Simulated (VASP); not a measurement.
NaFeN:

```
Na Fe N
1.0
     2.97920    0.00000    0.00000
    -1.48960    2.58006    0.00000
     0.00000    0.00000    9.67759
Na Fe N
2 2 2
Direct
  0.66667 0.33333 0.76069
  0.33333 0.66667 0.26069
  0.00000 0.00000 0.51817
  0.00000 0.00000 0.01817
  0.33333 0.66667 0.56578
  0.66667 0.33333 0.06578
```

Base run:

- Program: VASP 6.6.1
- Functional: PBE
- Potentials or basis: VASP PAW PBE potentials, release 64 (Na_pv, Fe, N)
- Cutoff: 520 eV
- k mesh: 7 × 7 × 2
- Occupations: methfessel-paxton, width 0.05 eV
- Spin: collinear spin, antiferromagnetic start
- Starting moments: [0.0, 0.0, 3.5, -3.5, 0.0, 0.0] μB
- Hubbard terms: Fe d U = 7.0 eV

Its results: band gap on the k mesh zero (filled and empty bands overlap); pressure 33.2 GPa; net moment 0.00 μB per cell; site moments Na +0.01, -0.01; Fe +3.65, -3.65; N +0.07, -0.07 μB; largest force 1.218 eV/Å.

The run is repeated on the same cell with these changes: hubbard terms from Fe d U = 7.0 eV to Fe d U = 3.0 eV. What comes out?

Band gap on the k mesh zero (filled and empty bands overlap); pressure 22.7 GPa; net moment 0.00 μB per cell; site moments Na +0.02, -0.02; Fe +2.77, -2.77; N +0.05, -0.05 μB; largest force 1.433 eV/Å.

Caveats: forces of over 1 eV/Å act on the atoms, so gaps and moduli don't describe the material at rest.
